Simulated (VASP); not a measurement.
# Pd (P6/mmm) in VASP: a series of runs

Runs on Pd. Level: LDA. Tasks: single point.

Program: VASP 6.6.1. These are calculated values, not measurements. Logs are shortened: lines on timing, memory, paths and dates and some standing lists are left out, and cuts for length are marked.

## Step 1: The cell of the first run

The structure is hexagonal, space group P6/mmm (No. 191). Conventional cell: a = 4.386 Å, b = 4.386 Å, c = 2.602 Å, α = 90.00°, β = 90.00°, γ = 120.00°. Within 3.4 Å of Pd (site symmetry 6/mmm) lie 14 Pd at 2.60 to 2.85 Å. Within 3.3 Å of Pd (site symmetry -6m2) lie 11 Pd at 2.53 to 2.85 Å.

## Step 2: Single point, LDA, collinear spin, ferromagnetic start

Input file INCAR:

```
SYSTEM = Pd
PREC = Accurate ; ENCUT = 520
EDIFF = 1E-6 ; ISMEAR = -1
SIGMA = 0.05 ; LREAL = .FALSE.
LASPH = .TRUE. ; NELM = 150
ALGO = Normal ; ISIF = 2
LWAVE = .FALSE. ; LCHARG = .FALSE.
ISPIN = 2 ; MAGMOM = 0.5 0.5 0.5
LORBIT = 11 ; LMAXMIX = 4
NBANDS = 26
```

Input file KPOINTS:

```
Automatic mesh
0
G
  9 9 14
  0 0 0
```

Input file POSCAR:

```
Pd
1.0
    4.3857618788      0.0000000000      0.0000000000
   -2.1928809394      3.7981812020      0.0000000000
    0.0000000000      0.0000000000      2.6023295583
Pd
3
Direct
    0.0000000000      1.0000000000      0.0000000000
    0.3333333333      0.6666666667      0.5000000000
    0.6666666667      0.3333333333      0.5000000000
```

Potentials or basis: VASP PAW LDA potentials, release 64 (Pd).

Launch:

```bash
$ cat potpaw_LDA.64/Pd/POTCAR > POTCAR
$ mpirun -np 1 vasp_std > vasp.out
```

OUTCAR:

```text
SYSTEM = Pd
   PREC = Accurate
   ENCUT = 520
   EDIFF = 1E-6
   ISMEAR = -1
   LREAL = .FALSE.
   LASPH = .TRUE.
   NELM = 150
   ISIF = 2
   ISPIN = 2
   LORBIT = 11

 ion  position               nearest neighbor table
   1  0.000  0.000  0.000-   2 2.85   3 2.85   2 2.85   3 2.85   3 2.85   3 2.85   2 2.85   2 2.85
                             3 2.85   3 2.85   2 2.85   2 2.85
   2  0.333  0.667  0.500-   3 2.53   3 2.53   3 2.53   1 2.85   1 2.85   1 2.85   1 2.85   1 2.85
                             1 2.85
   3  0.667  0.333  0.500-   2 2.53   2 2.53   2 2.53   1 2.85   1 2.85   1 2.85   1 2.85   1 2.85
                             1 2.85

  LATTYP: Found a hexagonal cell.
 ALAT       =     4.3857618788
 C/A-ratio  =     0.5933586068

  Lattice vectors:

 A1 = (   4.3857618788,   0.0000000000,   0.0000000000)
 A2 = (  -2.1928809394,   3.7981812020,   0.0000000000)
 A3 = (   0.0000000000,   0.0000000000,   2.6023295583)

Analysis of symmetry for initial positions (statically):
=====================================================================
 Subroutine PRICEL returns:
 Original cell was already a primitive cell.

 Routine SETGRP: Setting up the symmetry group for a
 hexagonal supercell.

 Subroutine GETGRP returns: Found 24 space group operations
 (whereof 24 operations were pure point group operations)
 out of a pool of 24 trial point group operations.

The static configuration has the point symmetry D_6h.

Analysis of symmetry for dynamics (positions and initial velocities):
=====================================================================
 Subroutine PRICEL returns:
 Original cell was already a primitive cell.

 Routine SETGRP: Setting up the symmetry group for a
 hexagonal supercell.

 Subroutine GETGRP returns: Found 24 space group operations
 (whereof 24 operations were pure point group operations)
 out of a pool of 24 trial point group operations.

The dynamic configuration has the point symmetry D_6h.

Analysis of structural, dynamic, and magnetic symmetry:
=====================================================================
 Subroutine PRICEL returns:
 Original cell was already a primitive cell.

 Routine SETGRP: Setting up the symmetry group for a
 hexagonal supercell.

 Subroutine GETGRP returns: Found 24 space group operations
 (whereof 24 operations were pure point group operations)
 out of a pool of 24 trial point group operations.

The overall configuration has the point symmetry D_6h.

 Subroutine INISYM returns: Found 24 space group operations
[... 116 lines left out ...]
   IALGO  =     38    algorithm
   IMIX   =      4    mixing-type and parameters
     AMIX     =   0.40;   BMIX     =  1.00
     AMIX_MAG =   1.60;   BMIX_MAG =  1.00
  volume/ion in A,a.u.               =      14.45        97.51
  Fermi-wavevector in a.u.,A,eV,Ry     =   1.448063  2.736443 28.529888  2.096888
  Thomas-Fermi vector in A             =   2.565947
   LORBIT       =     11    0 simple, 1 ext, 2 COOP (PROOUT), +10 PAW based schemes
   GGA     = CA    functional components
   LHFCALC =     F    Hartree Fock is set to
   AEXX    =    0.0000 exact exchange contribution
   IVDW    =     0    specifies the selected vdW correction
   LEPSILON=     F    determine dielectric tensor
   LRPA    =     F    only Hartree local field effects (RPA)
 spin polarized calculation
  energy-cutoff  :      520.00
  volume of cell :       43.35
 maximum number of plane-waves:      1188
 NGX is ok and might be reduce to    36
   NGX = 17   NGY = 17   NGZ =  9

 number of electron      30.0000015 magnetization       0.0023343

 Free energy of the ion-electron system (eV)
  ---------------------------------------------------
  ext. energy  EPLUGINS =         0.00000000
  ---------------------------------------------------
  free energy    TOTEN  =       -19.11653434 eV

  energy without entropy =      -19.06484101  energy(sigma->0) =      -19.09068767

 E-fermi :   9.9487     XC(G=0): -13.6299

 val. band max:        9.9478719790   @ k =   0.2222   0.2222   0.2857
 cond. band min:       9.9531578923   @ k =   0.3333   0.0000   0.2143
 fundamental gap:      0.0052859132
 Fermi energy:         9.9487310499

 spin component 1

 k-point     1 :       0.0000    0.0000    0.0000
  band No.  band energies     occupation
      1       2.5650      1.00000
      2       4.4959      1.00000
      3       6.0953      1.00000
      4       6.5089      1.00000
      5       6.5308      1.00000
      6       6.5308      1.00000
[... 685 lines left out ...]
     25      28.6895      0.00000
     26      29.6963      0.00000

 [... further k-points ...]

 spin component 2

 k-point     1 :       0.0000    0.0000    0.0000
  band No.  band energies     occupation
      1       2.5652      1.00000
      2       4.4964      1.00000
      3       6.0958      1.00000
      4       6.5096      1.00000
      5       6.5314      1.00000
      6       6.5314      1.00000
[... 685 lines left out ...]
     25      28.6898      0.00000
     26      29.6966      0.00000

 [... further k-points ...]
[... 5 lines left out ...]
  --------------------------------------------------------------------------------------
  -------------------------------------------------------------------------------------
  Total        0.0009380      0.0009380      0.2456974      0.0000000      0.0000000      0.0000000
  in kB        0.0346664      0.0346664      9.0808832      0.0000000      0.0000000      0.0000000
  external PRESSURE =       3.0500720 kB  Pullay stress =       0.0000000 kB

 VOLUME and BASIS-vectors are now :
 -----------------------------------------------------------------------------
  energy-cutoff  :      520.00
  volume of cell :       43.35
      direct lattice vectors                 reciprocal lattice vectors
     4.385761879  0.000000000  0.000000000     0.228010555  0.131641955  0.000000000
    -2.192880939  3.798181202  0.000000000     0.000000000  0.263283911  0.000000000
     0.000000000  0.000000000  2.602329558     0.000000000  0.000000000  0.384271084

 POSITION                                       TOTAL-FORCE (eV/Angst)
 -----------------------------------------------------------------------------------
      0.00000      0.00000      0.00000         0.000000      0.000000     -0.000000
     -0.00000      2.53212      1.30116         0.000000      0.000000      0.000000
      2.19288      1.26606      1.30116        -0.000000     -0.000000     -0.000000
 -----------------------------------------------------------------------------------
    total drift:                                0.000000      0.000000     -0.000000

  FREE ENERGIE OF THE ION-ELECTRON SYSTEM (eV)
  ---------------------------------------------------
  free  energy   TOTEN  =       -19.1165343408 eV

  energy  without entropy=      -19.0648410053  energy(sigma->0) =      -19.09068767

 total charge

# of ion       s       p       d       tot
------------------------------------------
    1        0.481   0.475   8.492   9.448
    2        0.522   0.522   8.506   9.550
    3        0.522   0.522   8.506   9.550
--------------------------------------------------
tot          1.524   1.518  25.505  28.547

 magnetization (x)

# of ion       s       p       d       tot
------------------------------------------
    1        0.000   0.000   0.001   0.001
    2        0.000  -0.000   0.001   0.001
    3        0.000  -0.000   0.001   0.001
--------------------------------------------------
tot          0.000  -0.000   0.002   0.002
```

OSZICAR:

```text
N       E                     dE             d eps       ncg     rms          rms(c)
DAV:   1     0.186811398333E+03    0.18681E+03   -0.14325E+04  9984   0.110E+03
DAV:   2    -0.153857645648E+02   -0.20220E+03   -0.18765E+03 10560   0.274E+02
DAV:   3    -0.200063971338E+02   -0.46206E+01   -0.45616E+01 11592   0.454E+01
DAV:   4    -0.200463132141E+02   -0.39916E-01   -0.39907E-01 11792   0.417E+00
DAV:   5    -0.200470048968E+02   -0.69168E-03   -0.69166E-03 11838   0.580E-01    0.155E+01
DAV:   6    -0.191777816718E+02    0.86922E+00   -0.19316E+00 10808   0.116E+01    0.760E+00
DAV:   7    -0.192147716048E+02   -0.36990E-01   -0.54009E-01 10906   0.630E+00    0.472E+00
DAV:   8    -0.191389212562E+02    0.75850E-01   -0.53187E-01 10550   0.708E+00    0.310E+00
DAV:   9    -0.191165609976E+02    0.22360E-01   -0.61198E-02 10556   0.229E+00    0.639E-01
DAV:  10    -0.191165380956E+02    0.22902E-04   -0.17554E-03 11948   0.346E-01    0.846E-02
DAV:  11    -0.191165304546E+02    0.76410E-05   -0.74631E-05 11658   0.552E-02    0.475E-02
DAV:  12    -0.191165342830E+02   -0.38284E-05   -0.14546E-05 11554   0.266E-02    0.183E-02
DAV:  13    -0.191165343408E+02   -0.57822E-07   -0.18168E-06  6662   0.106E-02
   1 F= -.19116534E+02 E0= -.19090688E+02  d E =-.516933E-01  mag=     0.0015
```

stdout:

```text
POSCAR found type information on POSCAR Pd
 POSCAR found :  1 types and       3 ions
 scaLAPACK will be used
 LDA part: xc-table for (Slater(with rela. corr.)+CA(PZ))
 , standard interpolation
 POSCAR, INCAR and KPOINTS ok, starting setup
 FFT: planning ... GRIDC
 FFT: planning ... GRID_SOFT
 FFT: planning ... GRID
 WAVECAR not read
 entering main loop
```

Wall time 5.7 min (1 thread of Oxide Virtual Turin-like, shared host); peak memory 0.23 GiB.

What came out:

* Free energy: -19.1165 eV
* Pressure: 0.3 GPa
* Band gap on the k mesh: zero (filled and empty bands overlap)
* Net moment: 0.00 μB per cell
* Valence electrons inside the program's atomic spheres: Pd 9.45, 9.55

Levels at points of the mesh, in eV from the Fermi level:
Spin up:
```csv
k point,band 13,band 14,band 15,band 16,band 17,band 18
"(0.00, 0.00, 0.00)",-1.52,-1.52,0.20,0.20,7.65,7.65
"(0.00, 0.00, 0.50)",-0.18,-0.18,0.83,2.53,3.38,9.50
```
Spin down:
```
           k point  band 11  band 12  band 13  band 14  band 15  band 16  band 17  band 18  band 19  band 20
(0.00, 0.00, 0.00)    -1.63    -1.63    -1.51    -1.51     0.20     0.20     7.65     7.65     7.66     7.66
(0.00, 0.00, 0.50)    -0.51    -0.51    -0.18    -0.18     0.83     2.53     3.38     9.50    10.23    10.23
```

## Step 3: Single point, LDA, collinear spin, ferromagnetic start (volume scaled by 1.04)

Input file INCAR:

```
SYSTEM = Pd
PREC = Accurate
ENCUT = 520
EDIFF = 1E-7
ISMEAR = -1
SIGMA = 0.05
LREAL = .FALSE.
LASPH = .TRUE.
NELM = 150
ALGO = Normal
ISIF = 2
LWAVE = .FALSE.
LCHARG = .FALSE.
ISPIN = 2
MAGMOM = 0.5 0.5 0.5
LORBIT = 11
LMAXMIX = 4
GGA = CA
NBANDS = 26
```

Input file KPOINTS:

```
regular mesh
0
G
  9 9 14
  0 0 0
```

Input file POSCAR:

```
Pd
1.0
    4.4434758904      0.0000000000      0.0000000000
   -2.2217379452      3.8481630022      0.0000000000
    0.0000000000      0.0000000000      2.6365746638
Pd
3
Direct
    0.0000000000      1.0000000000      0.0000000000
    0.3333333333      0.6666666667      0.5000000000
    0.6666666667      0.3333333333      0.5000000000
```

Potentials or basis: VASP PAW LDA potentials, release 64 (Pd).

Launch:

```bash
$ cat potpaw_LDA.64/Pd/POTCAR > POTCAR
$ mpirun -np 1 vasp_std > vasp.out
```

Run time: 6.1 min. Hardware: 1 thread of Oxide Virtual Turin-like, shared host; peak memory 0.23 GiB.

It converged, with:

```
Free energy                                           : -19.0779 eV
Pressure                                              : -7.3 GPa
Band gap on the k mesh                                : zero (filled and empty bands overlap)
Net moment                                            : 0.00 μB per cell
Valence electrons inside the program's atomic spheres : Pd 9.37, 9.46
```

Stress tensor (GPa, compression positive):
```
-7.56  0.00  0.00
 0.00 -7.56  0.00
 0.00  0.00 -6.85
```

Levels at points of the mesh, in eV from the Fermi level:
Spin up:
| k point | band 12 | band 13 | band 14 | band 15 | band 16 | band 17 | band 18 | band 19 |
| --- | --- | --- | --- | --- | --- | --- | --- | --- |
| (0.00, 0.00, 0.00) | -1.53 | -1.42 | -1.42 | 0.18 | 0.18 | 7.44 | 7.44 | 7.46 |
| (0.00, 0.00, 0.50) | -0.48 | -0.18 | -0.18 | 0.77 | 2.44 | 3.25 | 9.31 | 10.03 |
Spin down:
| k point | band 12 | band 13 | band 14 | band 15 | band 16 | band 17 | band 18 | band 19 |
| --- | --- | --- | --- | --- | --- | --- | --- | --- |
| (0.00, 0.00, 0.00) | -1.53 | -1.42 | -1.42 | 0.18 | 0.18 | 7.44 | 7.44 | 7.46 |
| (0.00, 0.00, 0.50) | -0.48 | -0.18 | -0.18 | 0.77 | 2.44 | 3.25 | 9.31 | 10.03 |
